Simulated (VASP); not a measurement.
# InPd: single point with LDA

Crystal: InPd.

```
CELL_PARAMETERS angstrom
3.31494 0.00000 0.00000
0.00000 3.31494 0.00000
0.00000 0.00000 3.31494
ATOMIC_POSITIONS crystal
In 0.00000 0.00000 0.00000
Pd 0.50000 0.50000 0.50000
```

| Item | Value |
| --- | --- |
| Program | VASP 6.6.1 |
| Task | single point |
| Functional | LDA |
| Potentials or basis | VASP PAW LDA potentials, release 64 (In_d, Pd) |
| Cutoff | 520 eV |
| k mesh | 8 × 8 × 8 |
| Occupations | fermi-dirac, width 0.05 eV |
| Spin | no spin polarisation |
| Dipole correction | no |
| Further INCAR settings | ALGO = Fast; EDIFF = 1e-06; NBANDS = 18 |

- Pressure: -10.6 GPa

Levels at points of the mesh, in eV from the Fermi level:
```csv
k point,band 8,band 9,band 10,band 11,band 12,band 13,band 14,band 15
"(0.00, 0.00, 0.00)",-3.52,-2.08,-2.08,-2.08,4.17,4.17,4.17,8.86
"(0.50, 0.00, 0.00)",-3.49,-3.01,-3.01,-2.15,-0.98,9.22,9.22,9.95
"(0.50, 0.50, 0.00)",-2.47,-2.47,-2.09,-2.09,-1.52,1.31,2.41,9.13
"(0.50, 0.50, 0.50)",-4.54,-1.48,-1.48,-0.32,3.85,3.85,3.85,4.34
```

Wall time 20 s on 1 thread of Intel(R) Xeon(R) Platinum 8488C (Sapphire Rapids), with other jobs on the host, peak memory 0.15 GiB.

Caveat: spin-orbit coupling is left out, which moves the levels of the heavy elements.
